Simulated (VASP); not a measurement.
Here is a VASP 6.6.1 calculation.

File INCAR:

```
SYSTEM = Rb
PREC = Accurate
ENCUT = 520
EDIFF = 1E-7
ISMEAR = -1
SIGMA = 0.05
LREAL = .FALSE.
LASPH = .TRUE.
NELM = 100
ALGO = Normal
ISIF = 2
LWAVE = .FALSE.
LCHARG = .FALSE.
GGA = PE
NBANDS = 20
```

The input KPOINTS:

```
regular mesh
0
G
  5 5 7
  0 0 0
```

Contents of POSCAR:

```
Rb
1.0
    8.0979997712      0.0000000000      0.0000000000
   -4.0489998856      7.0130735217      0.0000000000
    0.0000000000      0.0000000000      4.8382965170
Rb
3
Direct
    0.0000000000      0.0000000000      0.0000000000
    0.3333333333      0.6666666667      0.5000000000
    0.6666666667      0.3333333333      0.5000000000
```

Potentials or basis: VASP PAW PBE potentials, release 64 (Rb_sv).

Launch:

```sh
$ cat potpaw_PBE.64/Rb_sv/POTCAR > POTCAR
$ mpirun -np 1 vasp_std > vasp.out
```

(1) Predict the band gap on the k mesh.

(2) Estimate the pressure.

## Answers

(1) zero (an odd number of electrons rules out a gap without spin polarisation).

(2) 0.0 GPa.
